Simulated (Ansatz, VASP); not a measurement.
**Two plane-wave programs on ZnS**

```
Zn S
1.0
     3.95767    0.00000    0.00000
    -1.97883    3.42744    0.00000
     0.00000    0.00000    6.49375
Zn S
2 2
Direct
  0.33333 0.66667 0.99993
  0.66667 0.33333 0.49993
  0.33333 0.66667 0.37507
  0.66667 0.33333 0.87507
```

Change from the starting cell: hydrostatic strain +4.0%.

Alike in both runs: task single point; functional PBE; k mesh 12 × 12 × 4; occupations fermi-dirac, width 0.02 eV; no spin polarisation.

```csv
,VASP,Ansatz
version,VASP 6.6.1,Ansatz 0.2.0
potentials or method,"VASP PAW PBE potentials, release 64 (Zn, S)","plane waves, PAW"
plane-wave cutoff (eV),520,420
valence electrons in the cell,36,36
```

|  | VASP | Ansatz | Ansatz less VASP |
| --- | --- | --- | --- |
| gap on the k mesh at the Fermi level (eV) | 1.70 | 1.70 | 0.000 |
| pressure (GPa) | -4.9 | -5.0 | -0.10 |
| traceless stress, the component that is largest in VASP (GPa) | -0.13 | -0.12 | +0.006 |

The functional is the same, so the differences come from potentials, cutoffs and numerics.
